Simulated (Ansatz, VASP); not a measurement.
Two plane-wave programs on W

Contents of INCAR:

```
ALGO = Normal ; EDIFF = 1E-6
ENCUT = 500 ; GGA_COMPAT = F
ISIF = 2 ; ISMEAR = 1
LASPH = T ; LCHARG = F
LREAL = F ; LWAVE = F
NBANDS = 13 ; NELM = 120
PREC = Accurate ; SIGMA = 0.1
```

The input KPOINTS:

```
k-points
0
Gamma
  12 12 12
```

Contents of POSCAR:

```
W
1.0
    2.7407020215     -0.0000000152     -0.0000000263
   -0.9135673262      2.5839586512     -0.0000000263
   -0.9135673262     -1.2919792876      2.2377738561
W
1
Direct
    0.0000000000      0.0000000000      0.0000000000
```

Input for Ansatz:

```yaml
crystal:
  lattice:
    a: 2.740702
    b: 2.740702
    c: 2.740702
    alpha: 109.47122
    beta: 109.47122
    gamma: 109.47122
  atoms:
    - { symbol: W, position: [0.0, 0.0, 0.0] }
basis:
  ecutwfc: 450.0
kpoints:
  mp_grid:
    grid: [12, 12, 12]
hamiltonian:
  xc: lda
scf:
  occupations:
    method: methfessel_paxton
    width: 0.1
output:
  stress: true
```

Alike in both runs: task single point; functional LDA; k mesh 12 × 12 × 12; occupations methfessel-paxton of order 1, width 0.1 eV; no spin polarisation.

```csv
,VASP,Ansatz
version,VASP 6.6.1,Ansatz 0.2.0
potentials or method,"VASP PAW LDA potentials, release 64 (W_sv), cutoff 500 eV","plane waves, PAW"
valence electrons in the cell,14,14
```

Ansatz gave:

| Property | Result |
| --- | --- |
| pressure (GPa) | -9.0 |

**Question.** What did VASP give for the same quantities?

**Answer.** Pressure (GPa): -7.3.

LDA's correlation is that of Perdew and Zunger in VASP and of Perdew and Wang (1992) in Ansatz.

Neither program's run includes spin-orbit coupling.
